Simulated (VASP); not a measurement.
# C (Fd-3m) in VASP: further runs

C is run at these levels: r2SCAN+rVV10, PBEsol; tasks: single point.

Everything below comes from runs of VASP 6.6.1. Logs are shortened: lines on timing, memory, paths and dates and some standing lists are left out, and cuts for length are marked.

## Step 1: The cell of the first run

Symmetry: Fd-3m, No. 227, cubic system. The conventional cell has a = 3.637 Å, b = 3.637 Å, c = 3.637 Å, α = 90.00°, β = 90.00°, γ = 90.00°. C (site symmetry -43m) has 4 C at 1.57 Å within 2.1 Å.

## Step 2: Single point, r2SCAN+rVV10

POSCAR reads:

```
C
1.0
    0.0000000000      1.8183469191      1.8183469191
    1.8183469191      0.0000000000      1.8183469191
    1.8183469191      1.8183469191      0.0000000000
C
2
Direct
    0.7500000000      0.7500000000      0.7500000000
    0.5000000000      0.5000000000      0.5000000000
```

INCAR.step1 reads:

```
PREC = Accurate
ENCUT = 520
ISMEAR = -1
SIGMA = 0.05
LREAL = False
LASPH = True
NELM = 80
NBANDS = 11
GGA = PE
ALGO = Normal
EDIFF = 1E-4
LWAVE = True
LCHARG = False
```

INCAR.step2 reads:

```
PREC = Accurate
ENCUT = 520
EDIFF = 1E-7
ISMEAR = -1
SIGMA = 0.05
LREAL = False
LASPH = True
NELM = 80
ALGO = Normal
ISIF = 2
LWAVE = False
LCHARG = False
METAGGA = R2SCAN
LMIXTAU = True
LUSE_VDW = True
IVDW_NL = 2
BPARAM = 11.95
CPARAM = 0.0093
NBANDS = 11
ISTART = 1
```

KPOINTS reads:

```
regular mesh
0
Gamma
  13 13 13
```

Potentials or basis: VASP PAW PBE potentials, release 64 (C).

Launch:

```console
$ cat potpaw_PBE.64/C/POTCAR > POTCAR
$ cp INCAR.step1 INCAR
$ mpirun -np 1 vasp_std > vasp.out
$ cp INCAR.step2 INCAR
$ mpirun -np 1 vasp_std > vasp.out
```

OUTCAR:

```text
PREC = Accurate
   ENCUT = 520
   EDIFF = 1E-7
   ISMEAR = -1
   LREAL = False
   LASPH = True
   NELM = 80
   ISIF = 2
   METAGGA = R2SCAN
   IVDW_NL = 2
   BPARAM = 11.95
   ISTART = 1

 ion  position               nearest neighbor table
   1  0.750  0.750  0.750-   2 1.57   2 1.57   2 1.57   2 1.57
   2  0.500  0.500  0.500-   1 1.57   1 1.57   1 1.57   1 1.57

  LATTYP: Found a face centered cubic cell.
 ALAT       =     3.6366938382

  Lattice vectors:

 A1 = (   0.0000000000,   1.8183469191,   1.8183469191)
 A2 = (   1.8183469191,   0.0000000000,   1.8183469191)
 A3 = (   1.8183469191,   1.8183469191,   0.0000000000)

Analysis of symmetry for initial positions (statically):
=====================================================================
 Subroutine PRICEL returns:
 Original cell was already a primitive cell.

 Routine SETGRP: Setting up the symmetry group for a
 face centered cubic supercell.

 Subroutine GETGRP returns: Found 48 space group operations
 (whereof 24 operations were pure point group operations)
 out of a pool of 48 trial point group operations.

The static configuration has the point symmetry T_d .
 The point group associated with its full space group is O_h .

Analysis of symmetry for dynamics (positions and initial velocities):
=====================================================================
 Subroutine PRICEL returns:
 Original cell was already a primitive cell.

 Routine SETGRP: Setting up the symmetry group for a
 face centered cubic supercell.

 Subroutine GETGRP returns: Found 48 space group operations
 (whereof 24 operations were pure point group operations)
 out of a pool of 48 trial point group operations.

The dynamic configuration has the point symmetry T_d .
 The point group associated with its full space group is O_h .

 Subroutine INISYM returns: Found 48 space group operations
 (whereof 24 operations are pure point group operations),
 and found     1 'primitive' translations

----------------------------------------------------------------------------------------

                                     Primitive cell

  volume of cell :      12.0243

  direct lattice vectors                    reciprocal lattice vectors
     0.000000000  1.818346919  1.818346919    -0.274975031  0.274975031  0.274975031
     1.818346919  0.000000000  1.818346919     0.274975031 -0.274975031  0.274975031
     1.818346919  1.818346919  0.000000000     0.274975031  0.274975031 -0.274975031

  length of vectors
     2.571530874  2.571530874  2.571530874     0.476270724  0.476270724  0.476270724

  position of ions in fractional coordinates (direct lattice)
     0.750000000  0.750000000  0.750000000
     0.500000000  0.500000000  0.500000000

  ion indices of the primitive-cell ions
   primitive index   ion index
                 1           1
                 2           2

----------------------------------------------------------------------------------------

 KPOINTS: regular mesh

Automatic generation of k-mesh.
 Grid dimensions read from file:
 generate k-points for:   13   13   13

 Generating k-lattice:

  Cartesian coordinates                     Fractional coordinates (reciprocal lattice)
    -0.021151925  0.021151925  0.021151925     0.076923077  0.000000000  0.000000000
     0.021151925 -0.021151925  0.021151925     0.000000000  0.076923077  0.000000000
     0.021151925  0.021151925 -0.021151925     0.000000000  0.000000000  0.076923077

  Length of vectors
     0.036636210  0.036636210  0.036636210

  Shift w.r.t. Gamma in fractional coordinates (k-lattice)
     0.000000000  0.000000000  0.000000000

 Subroutine IBZKPT returns following result:
 ===========================================

 Found     84 irreducible k-points:

 Following reciprocal coordinates:
            Coordinates               Weight
  0.000000  0.000000  0.000000      1.000000
  0.076923  0.000000  0.000000      8.000000
  0.153846  0.000000  0.000000      8.000000
  0.230769  0.000000  0.000000      8.000000
  0.307692  0.000000  0.000000      8.000000
  0.384615  0.000000  0.000000      8.000000
[... 16 lines left out ...]
  0.384615  0.153846  0.000000     24.000000
  0.461538  0.153846  0.000000     24.000000
 [... further k-points ...]
   k-points           NKPTS =     84   k-points in BZ     NKDIM =     84   number of bands    NBANDS=     11
   number of dos      NEDOS =    301   number of ions     NIONS =      2
   total plane-waves  NPLWV =   8000
   dimension x,y,z NGX =    20 NGY =   20 NGZ =   20
   dimension x,y,z NGXF=    40 NGYF=   40 NGZF=   40
   ions per type =               2
   NGX,Y,Z   is equivalent  to a cutoff of  12.93, 12.93, 12.93 a.u.
   NGXF,Y,Z  is equivalent  to a cutoff of  25.86, 25.86, 25.86 a.u.
 SYSTEM =  unknown system
   PREC   = accura    normal or accurate (medium, high low for compatibility)
   ISTART =      1    job   : 0-new  1-cont  2-samecut
   ICHARG =      0    charge: 1-file 2-atom 10-const
   ISPIN  =      1    spin polarized calculation?
   LNONCOLLINEAR =      F non collinear calculations
   LSORBIT =      F    spin-orbit coupling
   LASPH  =      T    aspherical Exc in radial PAW
   ENCUT  =  520.0 eV  38.22 Ry    6.18 a.u.   4.78  4.78  4.78*2*pi/ulx,y,z
   NELM   =     80;   NELMIN=  2; NELMDL=  0     # of ELM steps
   EDIFF  = 0.1E-06   stopping-criterion for ELM
   LREAL  =      F    real-space projection
   EDIFFG = 0.1E-05   stopping-criterion for IOM
   NSW    =      0    number of steps for IOM
   IBRION =     -1    ionic relax: 0-MD 1-quasi-New 2-CG
   NFREE  =      0    steps in history (QN), initial steepest desc. (CG)
   ISIF   =      2    stress and relaxation
   ISYM   =      2    0-nonsym 1-usesym 2-fastsym
   POTIM  = 0.5000    time-step for ionic-motion
   TEBEG  =    0.0;   TEEND  =   0.0 temperature during run
   PSTRESS=    0.0 pullay stress
   NELECT =       8.0000    total number of electrons
   NUPDOWN=      -1.0000    fix difference up-down
   EMIN   =  10.00;   EMAX   =-10.00  energy-range for DOS
   EFERMI =   0.00;   METHOD = LEGACY
   ISMEAR =    -1;   SIGMA  =   0.05  broadening in eV -4-tet -1-fermi 0-gaus
   EFERMI_NEDOS =   21; number of points for ismear=-14 and -15
   IALGO  =     38    algorithm
   IMIX   =      4    mixing-type and parameters
     AMIX     =   0.40;   BMIX     =  1.00
     AMIX_MAG =   1.60;   BMIX_MAG =  1.00
  volume/ion in A,a.u.               =       6.01        40.57
  Fermi-wavevector in a.u.,A,eV,Ry     =   1.429173  2.700745 27.790375  2.042535
  Thomas-Fermi vector in A             =   2.549155
   LORBIT       =      0    0 simple, 1 ext, 2 COOP (PROOUT), +10 PAW based schemes
   METAGGA = R2SCAN    functional components
   LHFCALC =     F    Hartree Fock is set to
   AEXX    =    0.0000 exact exchange contribution
   IVDW_NL    =     2    kernel type
   BPARAM     =11.9500
   IVDW    =     0    specifies the selected vdW correction
   LEPSILON=     F    determine dielectric tensor
   LRPA    =     F    only Hartree local field effects (RPA)
 non-spin polarized calculation
  energy-cutoff  :      520.00
  volume of cell :       12.02
 maximum number of plane-waves:       332
   NGX =  9   NGY =  9   NGZ =  9

 number of electron       8.0000001 magnetization

 Free energy of the ion-electron system (eV)
  ---------------------------------------------------
  ext. energy  EPLUGINS =         0.00000000
  ---------------------------------------------------
  free energy    TOTEN  =       -19.52080760 eV

  energy without entropy =      -19.52080760  energy(sigma->0) =      -19.52080760

 E-fermi :   9.8937     XC(G=0): -13.9748

 val. band max:        8.8904931263   @ k =   0.0000   0.0000   0.0000
 cond. band min:      13.0652300633   @ k =   0.3846   0.3846   0.0000
 fundamental gap:      4.1747369370
 Fermi energy:         9.8937340821

 k-point     1 :       0.0000    0.0000    0.0000
  band No.  band energies     occupation
      1     -13.0311      2.00000
      2       8.8905      2.00000
      3       8.8905      2.00000
      4       8.8905      2.00000
      5      14.5589      0.00000
      6      14.5589      0.00000
      7      14.5589      0.00000
      8      21.3316      0.00000
      9      28.4116      0.00000
     10      35.6284      0.00000
     11      35.6284      0.00000

 k-point     2 :       0.0769    0.0000    0.0000
  band No.  band energies     occupation
      1     -12.8665      2.00000
      2       7.7939      2.00000
      3       8.6109      2.00000
      4       8.6109      2.00000
      5      14.9255      0.00000
      6      14.9255      0.00000
      7      15.1707      0.00000
      8      21.5415      0.00000
      9      28.7049      0.00000
     10      33.8144      0.00000
     11      33.8144      0.00000

 k-point     3 :       0.1538    0.0000    0.0000
  band No.  band energies     occupation
      1     -12.3746      2.00000
      2       5.4707      2.00000
      3       7.9786      2.00000
      4       7.9786      2.00000
      5      15.7594      0.00000
      6      15.7594      0.00000
      7      16.0995      0.00000
      8      22.1638      0.00000
      9      29.3629      0.00000
     10      32.2498      0.00000
     11      32.2498      0.00000

 k-point     4 :       0.2308    0.0000    0.0000
  band No.  band energies     occupation
      1     -11.5628      2.00000
      2       2.8228      2.00000
      3       7.2919      2.00000
      4       7.2919      2.00000
      5      16.6099      0.00000
      6      16.6099      0.00000
      7      16.6950      0.00000
      8      23.0715      0.00000
      9      29.8510      0.00000
     10      31.6459      0.00000
     11      31.6459      0.00000
[... 239 lines left out ...]
 k-point    22 :       0.3077    0.1538    0.0000
  band No.  band energies     occupation
      1     -10.6501      2.00000
      2       2.1394      2.00000
      3       5.3178      2.00000
      4       5.8199      2.00000
      5      14.9049      0.00000
      6      19.1354      0.00000
      7      19.4603      0.00000
      8      21.0346      0.00000
      9      29.5276      0.00000
     10      30.8469      0.00000
     11      35.8408      0.00000

 k-point    23 :       0.3846    0.1538    0.0000
  band No.  band energies     occupation
      1      -9.4520      2.00000
      2      -0.2980      2.00000
      3       5.0179      2.00000
      4       5.0513      2.00000
      5      15.6014      0.00000
      6      19.4026      0.00000
      7      19.7409      0.00000
      8      21.7076      0.00000
      9      30.5082      0.00000
     10      30.9646      0.00000
     11      36.2354      0.00000

 k-point    24 :       0.4615    0.1538    0.0000
  band No.  band energies     occupation
      1      -8.0462      2.00000
      2      -2.5259      2.00000
      3       4.3568      2.00000
      4       4.9749      2.00000
      5      16.0428      0.00000
      6      19.5160      0.00000
      7      19.6236      0.00000
      8      23.0138      0.00000
      9      29.9091      0.00000
     10      32.3637      0.00000
     11      36.3498      0.00000

 [... further k-points ...]
[... 5 lines left out ...]
  --------------------------------------------------------------------------------------
  -------------------------------------------------------------------------------------
  Total       -1.9158578     -1.9158578     -1.9158578     -0.0000000      0.0000000      0.0000000
  in kB     -255.2781369   -255.2781369   -255.2781369     -0.0000000      0.0000000      0.0000000
  external PRESSURE =    -255.2781369 kB  Pullay stress =       0.0000000 kB

 VOLUME and BASIS-vectors are now :
 -----------------------------------------------------------------------------
  energy-cutoff  :      520.00
  volume of cell :       12.02
      direct lattice vectors                 reciprocal lattice vectors
     0.000000000  1.818346919  1.818346919    -0.274975031  0.274975031  0.274975031
     1.818346919  0.000000000  1.818346919     0.274975031 -0.274975031  0.274975031
     1.818346919  1.818346919  0.000000000     0.274975031  0.274975031 -0.274975031

 POSITION                                       TOTAL-FORCE (eV/Angst)
 -----------------------------------------------------------------------------------
      2.72752      2.72752      2.72752         0.000000      0.000000      0.000000
      1.81835      1.81835      1.81835        -0.000000     -0.000000     -0.000000
 -----------------------------------------------------------------------------------
    total drift:                                0.000000     -0.000000      0.000000

  FREE ENERGIE OF THE ION-ELECTRON SYSTEM (eV)
  ---------------------------------------------------
  free  energy   TOTEN  =       -19.5208076037 eV

  energy  without entropy=      -19.5208076037  energy(sigma->0) =      -19.52080760
```

It took 34 s on 1 thread of Intel Xeon 6975P-C (Granite Rapids), shared host; peak memory 0.17 GiB.

What came out:

```
Free energy            : -19.5208 eV
Pressure               : -25.5 GPa
Band gap on the k mesh : 4.17 eV, indirect (least direct gap 5.67 eV)
```

Levels at points of the mesh, in eV from the valence-band top:
```tsv
k point	band 1	band 2	band 3	band 4	band 5	band 6	band 7	band 8
(0.00, 0.00, 0.00)	-21.92	0.00	0.00	0.00	5.67	5.67	5.67	12.44
```

Caveat: the PAW data sets were made with another functional, which shifts forces and pressure a little.

## Step 3: Single point, PBEsol, collinear spin, zero start (volume scaled by 0.94)

INCAR reads:

```
PREC     = Accurate       # precision mode
ENCUT    = 520            # plane-wave cutoff, eV
EDIFF    = 1E-6           # SCF threshold, eV
ISMEAR   = 0              # smearing method
SIGMA    = 0.05           # smearing width, eV
LREAL    = F              # projectors in reciprocal space
LASPH    = T              # aspherical terms in the spheres
NELM     = 150            # most SCF steps
ALGO     = Normal         # electronic algorithm
ISIF     = 2              # what is computed and relaxed
LWAVE    = F              # write WAVECAR
LCHARG   = F              # write CHGCAR
ISPIN    = 2              # spin polarisation
MAGMOM   = 0 0            # initial moments
LORBIT   = 11             # projections on sites
NUPDOWN  = 0.0            # fixed moment
GGA      = PS             # functional
NBANDS   = 15             # bands
```

KPOINTS reads:

```
Automatic mesh
0
Gamma
  13 13 13
```

POSCAR reads:

```
C
1.0
    0.0000000000      1.7469644787      1.7469644787
    1.7469644787      0.0000000000      1.7469644787
    1.7469644787      1.7469644787      0.0000000000
C
2
Direct
    0.7500000000      0.7500000000      0.7500000000
    0.5000000000      0.5000000000      0.5000000000
```

Potentials or basis: VASP PAW PBE potentials, release 64 (C).

Launch:

```console
$ cat potpaw_PBE.64/C/POTCAR > POTCAR
$ mpirun -np 1 vasp_std > vasp.out
```

Run time: 13 s. Hardware: 1 thread of Intel Xeon 6975P-C, shared host; peak memory 0.13 GiB.

The run converged. Its results:

```yaml
Free_energy: -19.2025 eV
Pressure: 26.5 GPa
Net_moment: 0.00 μB per cell
Valence_electrons_inside_the_program's_atomic_spheres: C 2.64
```

Caveat: the PAW data sets were made with another functional, which shifts forces and pressure a little; the total moment is fixed, so each spin has its own Fermi level.

## Step 4: Single point, PBEsol, collinear spin, zero start (volume scaled by 0.96)

INCAR reads:

```
SYSTEM = C
PREC = Accurate
ENCUT = 520
EDIFF = 1E-6
ISMEAR = 0
SIGMA = 0.05
LREAL = .False.
LASPH = .True.
NELM = 150
ALGO = Normal
ISIF = 2
LWAVE = .False.
LCHARG = .False.
ISPIN = 2
MAGMOM = 0 0
LORBIT = 11
NUPDOWN = 0.0
GGA = PS
NBANDS = 15
```

KPOINTS reads:

```
Automatic mesh
0
Gamma
  13 13 13
  0 0 0
```

POSCAR reads:

```
C
1.0
    0.0000000000      1.7592674508      1.7592674508
    1.7592674508      0.0000000000      1.7592674508
    1.7592674508      1.7592674508      0.0000000000
C
2
Direct
    0.7500000000      0.7500000000      0.7500000000
    0.5000000000      0.5000000000      0.5000000000
```

Launch:

```console
$ cat potpaw_PBE.64/C/POTCAR > POTCAR
$ mpirun -np 1 vasp_std > vasp.out
```

Wall time 16 s (1 thread of Intel Xeon 6975P-C, shared host); peak memory 0.13 GiB.

It converged, with:

| Quantity | Value |
| --- | --- |
| Free energy | -19.2325 eV |
| Pressure | 15.5 GPa |
| Net moment | 0.00 μB per cell |
| Valence electrons inside the program's atomic spheres | C 2.62 |

Caveat: the PAW data sets were made with another functional, which shifts forces and pressure a little; the total moment is fixed, so each spin has its own Fermi level.

## Step 5: Single point, PBEsol, collinear spin, zero start (volume scaled by 0.98)

INCAR reads:

```
PREC = Accurate
ENCUT = 520
EDIFF = 1E-6
ISMEAR = 0
SIGMA = 0.05
LREAL = False
LASPH = True
NELM = 150
ALGO = Normal
ISIF = 2
LWAVE = False
LCHARG = False
ISPIN = 2
MAGMOM = 0 0
LORBIT = 11
NUPDOWN = 0.0
GGA = PS
NBANDS = 15
```

KPOINTS reads:

```
regular mesh
0
Gamma
  13 13 13
```

POSCAR reads:

```
C
1.0
    0.0000000000      1.7714007132      1.7714007132
    1.7714007132      0.0000000000      1.7714007132
    1.7714007132      1.7714007132      0.0000000000
C
2
Direct
    0.7500000000      0.7500000000      0.7500000000
    0.5000000000      0.5000000000      0.5000000000
```

Launch:

```console
$ cat potpaw_PBE.64/C/POTCAR > POTCAR
$ mpirun -np 1 vasp_std > vasp.out
```

Wall time 20 s (1 thread of Intel Xeon 6975P-C, shared host); peak memory 0.13 GiB.

The run converged. Its results:

```
Free energy                                           : -19.2475 eV
Pressure                                              : 5.4 GPa
Net moment                                            : 0.00 μB per cell
Valence electrons inside the program's atomic spheres : C 2.59
```

Caveat: the PAW data sets were made with another functional, which shifts forces and pressure a little; the total moment is fixed, so each spin has its own Fermi level.

## Step 6: The runs side by side

```tsv
level	spin	fixed moment (μB)	cell	smearing	pressure (GPa)	moment (μB)
r2SCAN+rVV10	off	-	a = 2.572 Å, angles 60.0°, 2 atoms	fermi-dirac 0.05 eV	-25.5	-
PBEsol	collinear, zero start	0.0	a = 2.471 Å, angles 60.0°, 2 atoms	gaussian 0.05 eV	26.5	0.00
PBEsol	collinear, zero start	0.0	a = 2.488 Å, angles 60.0°, 2 atoms	gaussian 0.05 eV	15.5	0.00
PBEsol	collinear, zero start	0.0	a = 2.505 Å, angles 60.0°, 2 atoms	gaussian 0.05 eV	5.4	0.00
```

Alike in all rows: task single point; potentials or basis VASP PAW PBE potentials, release 64 (C); k mesh 13 × 13 × 13; cutoff (eV) 520.

Caveats: the PAW data sets were made with another functional, which shifts forces and pressure a little; the total moment is fixed, so each spin has its own Fermi level (some runs).

Total energies depend on the potentials used, so only differences within one code and one set of settings carry meaning.
